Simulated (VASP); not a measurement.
# CaTl2 (P4/nmm) in VASP: further runs

CaTl2 is run at these levels: PBE; tasks: single point, relaxation of cell and atoms.

All numbers are computed with VASP 6.6.1; they aren't measurements. Logs are shortened: lines on timing, memory, paths and dates and some standing lists are left out, and cuts for length are marked.

### Step 1. The cell of the first run

The structure is tetragonal, space group P4/nmm (No. 129). Conventional cell: a = 4.714 Å, b = 4.714 Å, c = 7.193 Å, α = 90.00°, β = 90.00°, γ = 90.00°. Ca (site symmetry 4mm) has 10 Tl at 3.09 to 4.10 Å within 4.1 Å. Within 4.0 Å of Tl (site symmetry -4m2) lie 8 Tl at 3.05 to 3.33 Å and 4 Ca at 3.20 Å. Tl (site symmetry 4mm) has 4 Tl at 3.05 Å and 5 Ca at 3.09 to 3.34 Å within 4.0 Å.

### Step 2. Single point, PBE

File INCAR:

```
SYSTEM = CaTl2
PREC = Accurate
ENCUT = 520
EDIFF = 1E-7
ISMEAR = 0
SIGMA = 0.1
LREAL = .FALSE.
LASPH = .TRUE.
NELM = 100
ALGO = Fast
ISIF = 2
LWAVE = .FALSE.
LCHARG = .TRUE.
GGA = PE
LELF = .TRUE.
LVHAR = .TRUE.
NBANDS = 45
```

File KPOINTS:

```
regular mesh
0
G
  4 4 4
  0 0 0
```

File POSCAR:

```
CaTl2
1.0
    4.7140767753      0.0000000000      0.0000000000
    0.0000000000      4.7140767753      0.0000000000
    0.0000000000      0.0000000000      7.1927459013
Ca Tl
2 4
Direct
    0.0000000000      0.5000000000      0.7000000000
    0.5000000000      0.0000000000      0.3000000000
    0.0000000000      0.0000000000      0.0000000000
    0.5000000000      0.5000000000      0.0000000000
    0.0000000000      0.5000000000      0.2700000000
    0.5000000000      0.0000000000      0.7300000000
```

Potentials or basis: VASP PAW PBE potentials, release 64 (Ca_sv, Tl_d).

The run is started by

```sh
> cat potpaw_PBE.64/Ca_sv/POTCAR potpaw_PBE.64/Tl_d/POTCAR > POTCAR
> mpirun -np 1 vasp_std > vasp.out
```

OUTCAR:

```text
SYSTEM = CaTl2
   PREC = Accurate
   ENCUT = 520
   EDIFF = 1E-7
   ISMEAR = 0
   LREAL = .FALSE.
   LASPH = .TRUE.
   NELM = 100
   ISIF = 2
   GGA = PE

 ion  position               nearest neighbor table
   1  0.000  0.500  0.700-   5 3.09   4 3.20   3 3.20   3 3.20   4 3.20   6 3.34   6 3.34   6 3.34
                             6 3.34
   2  0.500  0.000  0.300-   6 3.09   4 3.20   3 3.20   4 3.20   3 3.20   5 3.34   5 3.34   5 3.34
                             5 3.34
   3  0.000  0.000  0.000-   5 3.05   6 3.05   5 3.05   6 3.05   1 3.20   1 3.20   2 3.20   2 3.20
                             4 3.33   4 3.33   4 3.33   4 3.33
   4  0.500  0.500  0.000-   5 3.05   6 3.05   6 3.05   5 3.05   2 3.20   1 3.20   1 3.20   2 3.20
                             3 3.33   3 3.33   3 3.33   3 3.33
   5  0.000  0.500  0.270-   3 3.05   4 3.05   3 3.05   4 3.05   1 3.09   2 3.34   2 3.34   2 3.34
                             2 3.34
   6  0.500  0.000  0.730-   3 3.05   4 3.05   4 3.05   3 3.05   2 3.09   1 3.34   1 3.34   1 3.34
                             1 3.34

  LATTYP: Found a simple tetragonal cell.
 ALAT       =     4.7140767753
 C/A-ratio  =     1.5258016032

  Lattice vectors:

 A1 = (   4.7140767753,   0.0000000000,   0.0000000000)
 A2 = (   0.0000000000,   4.7140767753,   0.0000000000)
 A3 = (   0.0000000000,   0.0000000000,   7.1927459013)

Analysis of symmetry for initial positions (statically):
=====================================================================
 Subroutine PRICEL returns:
 Original cell was already a primitive cell.

 Routine SETGRP: Setting up the symmetry group for a
 simple tetragonal supercell.

 Subroutine GETGRP returns: Found 16 space group operations
 (whereof  8 operations were pure point group operations)
 out of a pool of 16 trial point group operations.

The static configuration has the point symmetry D_2d.
 The point group associated with its full space group is D_4h.

Analysis of symmetry for dynamics (positions and initial velocities):
=====================================================================
 Subroutine PRICEL returns:
 Original cell was already a primitive cell.

 Routine SETGRP: Setting up the symmetry group for a
 simple tetragonal supercell.

 Subroutine GETGRP returns: Found 16 space group operations
 (whereof  8 operations were pure point group operations)
 out of a pool of 16 trial point group operations.

The dynamic configuration has the point symmetry D_2d.
 The point group associated with its full space group is D_4h.

 Subroutine INISYM returns: Found 16 space group operations
 (whereof  8 operations are pure point group operations),
 and found     1 'primitive' translations

----------------------------------------------------------------------------------------

                                     Primitive cell

  volume of cell :     159.8409

  direct lattice vectors                    reciprocal lattice vectors
     4.714076775  0.000000000  0.000000000     0.212130614  0.000000000  0.000000000
     0.000000000  4.714076775  0.000000000     0.000000000  0.212130614  0.000000000
     0.000000000  0.000000000  7.192745901     0.000000000  0.000000000  0.139028962

  length of vectors
     4.714076775  4.714076775  7.192745901     0.212130614  0.212130614  0.139028962

  position of ions in fractional coordinates (direct lattice)
     0.000000000  0.500000000  0.700000000
     0.500000000  0.000000000  0.300000000
     0.000000000  0.000000000  0.000000000
     0.500000000  0.500000000  0.000000000
     0.000000000  0.500000000  0.270000000
     0.500000000  0.000000000  0.730000000

  ion indices of the primitive-cell ions
   primitive index   ion index
                 1           1
                 2           2
                 3           3
                 4           4
                 5           5
                 6           6

----------------------------------------------------------------------------------------

 KPOINTS: regular mesh

Automatic generation of k-mesh.
[... 46 lines left out ...]
   IVDW    =     0    specifies the selected vdW correction
   LEPSILON=     F    determine dielectric tensor
   LRPA    =     F    only Hartree local field effects (RPA)
 non-spin polarized calculation
 RMM-DIIS sequential band-by-band and
 Gauss-broadening in eV      SIGMA  =   0.10
  energy-cutoff  :      520.00
  volume of cell :      159.84
 maximum number of plane-waves:      4346
 NGX is ok and might be reduce to    36
   NGX = 17   NGY = 17   NGZ = 27

 number of electron      72.0000005 magnetization

 Free energy of the ion-electron system (eV)
  ---------------------------------------------------
  ext. energy  EPLUGINS =         0.00000000
  ---------------------------------------------------
  free energy    TOTEN  =       -13.73868860 eV

  energy without entropy =      -13.73305211  energy(sigma->0) =      -13.73587036

 E-fermi :   6.5321     XC(G=0): -10.0226

 val. band max:        6.5126443744   @ k =   0.5000   0.0000   0.5000
 cond. band min:       6.6031014616   @ k =   0.0000   0.0000   0.0000
 fundamental gap:      0.0904570872
 Fermi energy:         6.5320923834

 k-point     1 :       0.0000    0.0000    0.0000
  band No.  band energies     occupation
      1     -35.1824      2.00000
      2     -35.1804      2.00000
      3     -16.2603      2.00000
      4     -16.2379      2.00000
      5     -16.2215      2.00000
      6     -16.2215      2.00000
[... 37 lines left out ...]
     44       9.2851      0.00000
     45       9.6232      0.00000

 k-point     2 :       0.2500    0.0000    0.0000
  band No.  band energies     occupation
      1     -35.1819      2.00000
      2     -35.1804      2.00000
      3     -16.2570      2.00000
      4     -16.2430      2.00000
      5     -16.2252      2.00000
      6     -16.2206      2.00000
[... 37 lines left out ...]
     44       9.3944      0.00000
     45       9.9243      0.00000

 k-point     3 :       0.5000    0.0000    0.0000
  band No.  band energies     occupation
      1     -35.1809      2.00000
      2     -35.1809      2.00000
      3     -16.2510      2.00000
      4     -16.2510      2.00000
      5     -16.2287      2.00000
      6     -16.2287      2.00000
[... 709 lines left out ...]
     44       9.5819      0.00000
     45      10.3916      0.00000

 k-point    18 :       0.5000    0.5000    0.5000
  band No.  band energies     occupation
      1     -35.1806      2.00000
      2     -35.1806      2.00000
      3     -16.2469      2.00000
      4     -16.2469      2.00000
      5     -16.2335      2.00000
      6     -16.2335      2.00000
[... 37 lines left out ...]
     44       9.7642      0.00000
     45      10.3164      0.00000

------------------------ aborting loop because EDIFF is reached ----------------------------------------

  FORCE on cell =-STRESS in cart. coord.  units (eV):
  Direction    XX          YY          ZZ          XY          YZ          ZX
  --------------------------------------------------------------------------------------
  -------------------------------------------------------------------------------------
  Total        7.0447693      7.0447693      8.9619572      0.0000000     -0.0000000      0.0000000
  in kB       70.6137603     70.6137603     89.8308329      0.0000000     -0.0000000      0.0000000
  external PRESSURE =      77.0194512 kB  Pullay stress =       0.0000000 kB

 VOLUME and BASIS-vectors are now :
 -----------------------------------------------------------------------------
  energy-cutoff  :      520.00
  volume of cell :      159.84
      direct lattice vectors                 reciprocal lattice vectors
     4.714076775  0.000000000  0.000000000     0.212130614  0.000000000  0.000000000
     0.000000000  4.714076775  0.000000000     0.000000000  0.212130614  0.000000000
     0.000000000  0.000000000  7.192745901     0.000000000  0.000000000  0.139028962

 POSITION                                       TOTAL-FORCE (eV/Angst)
 -----------------------------------------------------------------------------------
      0.00000      2.35704      5.03492         0.000000     -0.000000     -0.305833
      2.35704      0.00000      2.15782        -0.000000     -0.000000      0.305833
      0.00000      0.00000      0.00000         0.000000     -0.000000     -0.000000
      2.35704      2.35704      0.00000        -0.000000      0.000000     -0.000000
      0.00000      2.35704      1.94204         0.000000     -0.000000      0.630840
      2.35704      0.00000      5.25070         0.000000     -0.000000     -0.630840
 -----------------------------------------------------------------------------------
    total drift:                                0.000000      0.000000      0.000000

  FREE ENERGIE OF THE ION-ELECTRON SYSTEM (eV)
  ---------------------------------------------------
  free  energy   TOTEN  =       -13.7386886014 eV

  energy  without entropy=      -13.7330521111  energy(sigma->0) =      -13.73587036
```

Run time: 3.2 min. Hardware: 1 thread of Intel Xeon 6975P-C, shared host; peak memory 0.31 GiB.

Results:

```
Free energy            : -13.7387 eV
Pressure               : 7.7 GPa
Largest force          : 0.631 eV/Å
Band gap on the k mesh : zero (band 36 reaches 7.19 eV, above the bottom of band 37 at 6.09 eV)
```

Forces in eV/Å, atoms in the order of the input:
```
Ca   0.000  0.000 -0.306
Ca   0.000  0.000  0.306
Tl   0.000  0.000  0.000
Tl   0.000  0.000  0.000
Tl   0.000  0.000  0.631
Tl   0.000  0.000 -0.631
```

Stress tensor (GPa, compression positive):
```
7.06 0.00 0.00
0.00 7.06 0.00
0.00 0.00 8.98
```

Levels at points of the mesh, in eV from the Fermi level:
| k point | band 33 | band 34 | band 35 | band 36 | band 37 | band 38 | band 39 | band 40 |
| --- | --- | --- | --- | --- | --- | --- | --- | --- |
| (0.00, 0.00, 0.00) | -1.88 | -1.88 | 0.07 | 0.66 | 1.17 | 1.50 | 1.50 | 1.86 |
| (0.50, 0.00, 0.00) | -2.39 | -2.39 | -0.44 | -0.44 | 0.79 | 0.79 | 1.56 | 1.56 |
| (0.50, 0.50, 0.00) | -2.07 | -2.07 | -1.89 | -1.89 | -0.44 | -0.44 | 1.60 | 1.60 |
| (0.00, 0.00, 0.50) | -1.90 | -1.90 | -1.23 | 0.15 | 0.76 | 0.76 | 1.49 | 2.68 |
| (0.50, 0.00, 0.50) | -1.10 | -1.10 | -0.63 | -0.63 | -0.02 | -0.02 | 1.24 | 1.24 |
| (0.50, 0.50, 0.50) | -2.78 | -2.78 | -2.42 | -2.42 | 0.94 | 0.94 | 2.64 | 2.64 |

Caveat: spin-orbit coupling is left out, which moves the levels of the heavy elements.

### Step 3. Single point, PBE

This run uses another cell than the first one, of 31.14 Å³/atom, 1.169 times its volume.

File INCAR:

```
SYSTEM = CaTl2
  ALGO = Fast
  EDIFF = 1E-6
  ENCUT = 520
  GGA = PE
  ISIF = 2
  ISMEAR = 0
  LASPH = .True.
  LCHARG = .False.
  LREAL = .False.
  LWAVE = .False.
  NBANDS = 45
  NELM = 60
  PREC = Accurate
  SIGMA = 0.1
```

File KPOINTS:

```
k-points
0
Gamma
  4 4 4
  0 0 0
```

File POSCAR:

```
CaTl2
1.0
    4.9175304983      0.0000000000      0.0000000000
    0.0000000000      4.9175304983      0.0000000000
    0.0000000000      0.0000000000      7.7252012781
Ca Tl
2 4
Direct
    0.0000000000      0.5000000000      0.6992182509
    0.5000000000      0.0000000000      0.3007817491
    0.0000000000      0.0000000000      0.0000000000
    0.5000000000      0.5000000000      0.0000000000
    0.0000000000      0.5000000000      0.2756471973
    0.5000000000      0.0000000000      0.7243528027
```

Potentials or basis: VASP PAW PBE potentials, release 64 (Ca_sv, Tl_d).

The run is started by

```sh
> cat potpaw_PBE.64/Ca_sv/POTCAR potpaw_PBE.64/Tl_d/POTCAR > POTCAR
> mpirun -np 1 vasp_std > vasp.out
```

It took 3.4 min on 1 thread of Intel Xeon 6975P-C, shared host; peak memory 0.37 GiB.

Results (log left out):

- Free energy: -14.3444 eV
- Pressure: 0.0 GPa
- Largest force: 0.010 eV/Å
- Band gap on the k mesh: zero (band 36 reaches 5.72 eV, above the bottom of band 37 at 4.68 eV)

Forces on the atoms (eV/Å):
```
Ca   0.000  0.000 -0.010
Ca   0.000  0.000  0.010
Tl   0.000  0.000  0.000
Tl   0.000  0.000  0.000
Tl   0.000  0.000  0.003
Tl   0.000  0.000 -0.003
```

Stress tensor (GPa, compression positive):
```
-0.06  0.00  0.00
 0.00 -0.06  0.00
 0.00  0.00  0.09
```

Levels at points of the mesh, in eV from the Fermi level:
| k point | band 33 | band 34 | band 35 | band 36 | band 37 | band 38 | band 39 | band 40 |
| --- | --- | --- | --- | --- | --- | --- | --- | --- |
| (0.00, 0.00, 0.00) | -1.29 | -1.29 | -0.12 | 0.67 | 0.84 | 1.49 | 1.49 | 1.76 |
| (0.50, 0.00, 0.00) | -2.08 | -2.08 | -0.08 | -0.08 | 0.84 | 0.84 | 1.62 | 1.62 |
| (0.50, 0.50, 0.00) | -1.78 | -1.78 | -1.48 | -1.48 | -0.37 | -0.37 | 1.14 | 1.14 |
| (0.00, 0.00, 0.50) | -1.28 | -1.28 | -1.11 | 0.42 | 0.85 | 0.85 | 1.17 | 2.51 |
| (0.50, 0.00, 0.50) | -1.02 | -1.02 | -0.22 | -0.22 | -0.03 | -0.03 | 1.21 | 1.21 |
| (0.50, 0.50, 0.50) | -2.34 | -2.34 | -1.97 | -1.97 | 1.00 | 1.00 | 2.10 | 2.10 |

Caveat: spin-orbit coupling is left out, which moves the levels of the heavy elements.

### Step 4. Relaxation of cell and atoms, PBE

File INCAR:

```
SYSTEM = CaTl2
  PREC = Accurate
  ENCUT = 600
  EDIFF = 1E-6
  ISMEAR = 0
  SIGMA = 0.1
  LREAL = .FALSE.
  LASPH = .TRUE.
  NELM = 60
  ALGO = Fast
  ISIF = 3
  LWAVE = .FALSE.
  LCHARG = .FALSE.
  GGA = PE
  IBRION = 2
  NSW = 90
  EDIFFG = -0.04
```

File KPOINTS:

```
regular mesh
0
G
  4 4 4
  0 0 0
```

File POSCAR:

```
CaTl2
1.0
    4.7140767753      0.0000000000      0.0000000000
    0.0000000000      4.7140767753      0.0000000000
    0.0000000000      0.0000000000      7.1927459013
Ca Tl
2 4
Direct
    0.0000000000      0.5000000000      0.7000000000
    0.5000000000      0.0000000000      0.3000000000
    0.0000000000      0.0000000000      0.0000000000
    0.5000000000      0.5000000000      0.0000000000
    0.0000000000      0.5000000000      0.2700000000
    0.5000000000      0.0000000000      0.7300000000
```

The run is started by

```sh
> cat potpaw_PBE.64/Ca_sv/POTCAR potpaw_PBE.64/Tl_d/POTCAR > POTCAR
> mpirun -np 1 vasp_std > vasp.out
```

Wall time 16 min (1 thread of Intel Xeon 6975P-C, shared host); peak memory 0.39 GiB.

It converged, with:

- Free energy: -14.3365 eV
- Relaxed volume: 31.17 Å³/atom
- Relaxed cell: a = 4.904 Å, b = 4.904 Å, c = 7.777 Å, α = 90.00°, β = 90.00°, γ = 90.00°
- Space group after relaxing (to 0.05 Å): P4/nmm (No. 129)
- Energy gained by relaxing: 99.6 meV/atom
- Ionic steps: 6
- Pressure after relaxing: 0.0 GPa
- Largest force after relaxing: 0.029 eV/Å
- Band gap on the k mesh: zero (band 36 reaches 5.68 eV, above the bottom of band 37 at 4.68 eV)

Forces in eV/Å, atoms in the order of the input:
```
Ca   0.000  0.000 -0.029
Ca   0.000  0.000  0.029
Tl   0.000  0.000  0.000
Tl   0.000  0.000  0.000
Tl   0.000  0.000  0.028
Tl   0.000  0.000 -0.028
```

Stress tensor (GPa, compression positive):
```
 0.03  0.00  0.00
 0.00  0.03  0.00
 0.00  0.00 -0.14
```

Step by step:
```tsv
step	energy change (eV)	largest force (eV/Å)	pressure (GPa)	volume (Å³)
1	0.0000	0.6302	7.77	159.84
2	-0.5817	0.0626	-0.74	191.62
3	-0.5915	0.0424	0.00	187.06
4	-0.5915	0.0347	-0.09	187.63
5	-0.5949	0.0343	-0.09	187.49
6	-0.5976	0.0287	-0.03	187.03
```

Final structure:
```
Ca Tl
1.0
     4.90407    0.00000    0.00000
     0.00000    4.90407    0.00000
     0.00000    0.00000    7.77687
Ca Tl
2 4
Direct
  0.00000 0.50000 0.69891
  0.50000 0.00000 0.30109
  0.00000 0.00000 0.00000
  0.50000 0.50000 0.00000
  0.00000 0.50000 0.27473
  0.50000 0.00000 0.72527
```

Levels at points of the mesh, in eV from the Fermi level:
```tsv
k point	band 34	band 35	band 36	band 37	band 38	band 39
(0.00, 0.00, 0.00)	-1.29	-0.14	0.63	0.84	1.50	1.50
(0.50, 0.00, 0.00)	-2.10	-0.07	-0.07	0.85	0.85	1.62
(0.50, 0.50, 0.00)	-1.81	-1.50	-1.50	-0.37	-0.37	1.11
(0.00, 0.00, 0.50)	-1.28	-1.16	0.43	0.87	0.87	1.17
(0.50, 0.00, 0.50)	-1.05	-0.21	-0.21	-0.04	-0.04	1.18
(0.50, 0.50, 0.50)	-2.35	-1.98	-1.98	0.97	0.97	2.04
```

Caveat: the volume moved by over 15 % at a fixed basis, so the end points are rough; spin-orbit coupling is left out, which moves the levels of the heavy elements.

### Step 5. Single point, PBE

This run uses another cell than the first one, of 31.04 Å³/atom, 1.165 times its volume.

File INCAR:

```
SYSTEM = CaTl2
ALGO = Fast ; EDIFF = 1E-6
ENCUT = 520 ; GGA = PE
ISIF = 2 ; ISMEAR = 0
LASPH = .TRUE. ; LCHARG = .FALSE.
LREAL = .FALSE. ; LWAVE = .FALSE.
NBANDS = 45 ; NELM = 100
PREC = Accurate ; SIGMA = 0.1
```

File KPOINTS:

```
k-points
0
G
  8 8 6
  0 0 0
```

File POSCAR:

```
CaTl2
1.0
    4.8755445999      0.0000000000      0.0000000000
    0.0000000000      4.8755445999      0.0000000000
    0.0000000000      0.0000000000      7.8355617253
Ca Tl
2 4
Direct
    0.0000000000      0.5000000000      0.6956213837
    0.5000000000      0.0000000000      0.3043786163
    0.0000000000      0.0000000000      0.0000000000
    0.5000000000      0.5000000000      0.0000000000
    0.0000000000      0.5000000000      0.2809517944
    0.5000000000      0.0000000000      0.7190482056
```

The run is started by

```sh
> cat potpaw_PBE.64/Ca_sv/POTCAR potpaw_PBE.64/Tl_d/POTCAR > POTCAR
> mpirun -np 1 vasp_std > vasp.out
```

Run time: 10 min. Hardware: 1 thread of Intel Xeon 6975P-C, shared host; peak memory 0.54 GiB.

The run converged. Its results:

```
Free energy            : -14.3066 eV
Pressure               : 0.0 GPa
Band gap on the k mesh : zero (band 36 reaches 5.81 eV, above the bottom of band 37 at 4.63 eV)
```

Forces on the atoms (eV/Å):
```
Ca   0.000  0.000 -0.002
Ca   0.000  0.000  0.002
Tl   0.000  0.000  0.000
Tl   0.000  0.000  0.000
Tl   0.000  0.000 -0.001
Tl   0.000  0.000  0.001
```

Levels at points of the mesh, in eV from the Fermi level:
```csv
k point,band 33,band 34,band 35,band 36,band 37,band 38,band 39,band 40
"(0.00, 0.00, 0.00)",-1.23,-1.23,-0.30,0.61,0.87,1.46,1.46,1.73
"(0.50, 0.00, 0.00)",-2.18,-2.18,-0.03,-0.03,0.93,0.93,1.61,1.61
"(0.50, 0.50, 0.00)",-1.88,-1.88,-1.51,-1.51,-0.46,-0.46,1.06,1.06
"(0.00, 0.00, 0.50)",-1.25,-1.23,-1.23,0.45,0.86,0.86,1.18,2.48
"(0.50, 0.00, 0.50)",-1.12,-1.12,-0.17,-0.17,-0.03,-0.03,1.12,1.12
"(0.50, 0.50, 0.50)",-2.41,-2.41,-2.00,-2.00,0.92,0.92,1.92,1.92
```

Caveat: spin-orbit coupling is left out, which moves the levels of the heavy elements.

### Step 6. Summary

```csv
task,cell,k mesh,cutoff (eV),gap on the mesh (eV),pressure (GPa),largest force (eV/Å)
single point,"a = 4.714, b = 4.714, c = 7.193 Å, 6 atoms",4 × 4 × 4,520,none,7.7,0.63
single point,"a = 4.918, b = 4.918, c = 7.725 Å, 6 atoms",4 × 4 × 4,520,none,0.0,0.01
relaxation of cell and atoms,"relaxed from a = 4.714, b = 4.714, c = 7.193 Å, 6 atoms",4 × 4 × 4,600,none,0.0,0.03
single point,"a = 4.876, b = 4.876, c = 7.836 Å, 6 atoms",8 × 8 × 6,520,none,0.0,-
```

Alike in all rows: level PBE; potentials or basis VASP PAW PBE potentials, release 64 (Ca_sv, Tl_d); no spin polarisation; smearing gaussian 0.1 eV.

Caveats: spin-orbit coupling is left out, which moves the levels of the heavy elements; the volume moved by over 15 % at a fixed basis, so the end points are rough (some runs).

Absolute energies hang on the potentials; compare differences alone.
